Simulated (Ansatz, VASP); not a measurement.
**Ge: VASP beside Ansatz**

```
Ge
1.0
     0.00000    2.82877    2.82877
     2.82877    0.00000    2.82877
     2.82877    2.82877    0.00000
Ge
2
Cartesian
  2.8288 2.8288 2.8288
  4.2432 4.2432 4.2432
```

Alike in both runs: task relaxation of cell and atoms; functional PBE; dispersion D3(BJ); k mesh 14 × 14 × 14; occupations gaussian, width 0.1 eV; no spin polarisation.

```csv
,VASP,Ansatz
version,VASP 6.6.1,Ansatz 0.2.0
potentials or method,"VASP PAW PBE potentials, release 64 (Ge_d), cutoff 600 eV","scalar-relativistic, plane waves, PAW"
valence electrons in the cell,28,28
```

```tsv
	VASP	Ansatz	Ansatz less VASP
gap on the k mesh at the Fermi level, each at its own relaxed structure (eV)	none	none	-
relaxed volume (Å³/atom)	23.13	23.15	+0.017
relaxed cell length with the largest relative difference (Å)	4.029	4.030	+0.0010
```

A gap of «none» marks a metal or a gap that the smearing closes.
